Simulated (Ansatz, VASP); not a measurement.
# Two plane-wave programs on AlNi

```
Al Ni
1.0
     2.88100    0.00000    0.00000
     0.00000    2.88100    0.00000
     0.00000    0.00000    2.88100
Al Ni
1 1
Direct
  0.00000 0.00000 0.00000
  0.50000 0.50000 0.50000
```

Alike in both runs: task relaxation of cell and atoms; functional PBEsol; k mesh 16 × 16 × 16; occupations methfessel-paxton of order 1, width 0.1 eV; no spin polarisation.

```csv
,VASP,Ansatz
version,VASP 6.6.1,Ansatz 0.2.0
potentials or method,"VASP PAW PBE potentials, release 64 (Al, Ni)","scalar-relativistic, plane waves, PAW"
plane-wave cutoff (eV),600,420
valence electrons in the cell,13,21
```

|  | VASP | Ansatz | Ansatz less VASP |
| --- | --- | --- | --- |
| gap on the k mesh at the Fermi level, each at its own relaxed structure (eV) | none | none | - |
| relaxed volume (Å³/atom) | 11.73 | 11.72 | -0.009 |
| relaxed length of the cell vector where the two differ most in proportion (Å) | 2.863 | 2.862 | -0.0008 |

VASP's potentials were made for PBE, not for PBEsol. A gap of «none» marks a metal or a gap that the smearing closes. VASP's potentials hold 13 valence electrons a cell and Ansatz's 21, so a difference there can come from the potentials and not from the codes.
